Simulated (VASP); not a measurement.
Input of a VASP 6.6.1 run:

File INCAR:

```
SYSTEM = CuO
PREC = Accurate ; ENCUT = 820
EDIFF = 1E-6 ; ISMEAR = 0
SIGMA = 0.02 ; LREAL = .False.
LASPH = .True. ; NELM = 200
ALGO = Normal ; ISIF = 2
LWAVE = .False. ; LCHARG = .False.
ISPIN = 2 ; MAGMOM = 1 1 0 0
LORBIT = 11 ; LMAXMIX = 4
LDAU = .True. ; LDAUTYPE = 2
LDAUL = 2 -1 ; LDAUU = 4 0
LDAUJ = 0 0 ; LDAUPRINT = 1
GGA = PE ; NBANDS = 37
GGA_COMPAT = .False.
```

The input KPOINTS:

```
regular mesh
0
Gamma
  8 8 4
  0 0 0
```

The input POSCAR:

```
CuO
1.0
    2.3416500000     -1.7104000000      0.0000000000
    2.3416500000      1.7104000000      0.0000000000
   -0.8525100000      0.0000000000      5.0580600000
Cu O
2 2
Direct
    0.0000000000      0.5000000000      0.0000000000
    0.5000000000      0.0000000000      0.5000000000
    0.5821000000      0.4179000000      0.2500000000
    0.4179000000      0.5821000000      0.7500000000
```

Potentials or basis: VASP PAW PBE potentials, release 64 (Cu_sv_GW, O).

The run is started by

```bash
$ cat potpaw_PBE.64/Cu_sv_GW/POTCAR potpaw_PBE.64/O/POTCAR > POTCAR
$ mpirun -np 1 vasp_std > vasp.out
```

**Question.** Estimate the band gap on the k mesh.

**Answer.** 0.24 eV (least direct gap 0.32 eV).

**Question.** What does it give for the largest force?

**Answer.** 0.027 eV/Å.

**Question.** What does it give for the site moments?

**Answer.** Cu +0.70; O +0.28 μB.

**Question.** Estimate the pressure.

**Answer.** 6.0 GPa.

Stress tensor (GPa, compression positive):
```
5.30 0.00 0.30
0.00 6.20 0.00
0.30 0.00 6.51
```

Caveat: the cell stands under pressure; semilocal functionals underestimate gaps, and a narrow one can read as zero. A k mesh can miss the band edges.
